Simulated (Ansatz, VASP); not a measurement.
# PtSe in VASP and in Ansatz

```
CELL_PARAMETERS angstrom
0.00000 2.79841 2.79841
2.79841 0.00000 2.79841
2.79841 2.79841 0.00000
ATOMIC_POSITIONS crystal
Pt 0.50000 0.50000 0.50000
Se 0.00000 0.00000 0.00000
```

Alike in both runs: task relaxation of cell and atoms; functional PBE; k mesh 8 × 8 × 8; occupations fermi-dirac, width 0.05 eV; no spin polarisation.

|  | VASP | Ansatz |
| --- | --- | --- |
| version | VASP 6.6.1 | Ansatz 0.2.0 |
| potentials or method | VASP PAW PBE potentials, release 64 (Pt, Se) | Ansatz PAW |
| plane-wave cutoff (eV) | 600 | 420 |
| valence electrons in the cell | 16 | 34 |

|  | VASP | Ansatz | Ansatz less VASP |
| --- | --- | --- | --- |
| gap on the k mesh at the Fermi level, each at its own relaxed structure (eV) | none | none | - |
| relaxed volume (Å³/atom) | 18.47 | 18.47 | -0.001 |
| relaxed cell length with the largest relative difference (Å) | 3.738 | 3.738 | -0.0001 |

A gap of «none» marks a metal or a gap that the smearing closes. VASP's potentials hold 16 valence electrons a cell and Ansatz's 34, so a difference there can come from the potentials and not from the codes.

Neither program's run includes spin-orbit coupling. Noted on VASP's run: the volume moved by over 15 % at a fixed basis, so the end points are rough. Noted on Ansatz's run: the volume moved by over 15 % at a fixed basis, so the end points are rough; the plane-wave basis is chosen anew once the cell has moved, so the energies of steps on either side of that aren't comparable.
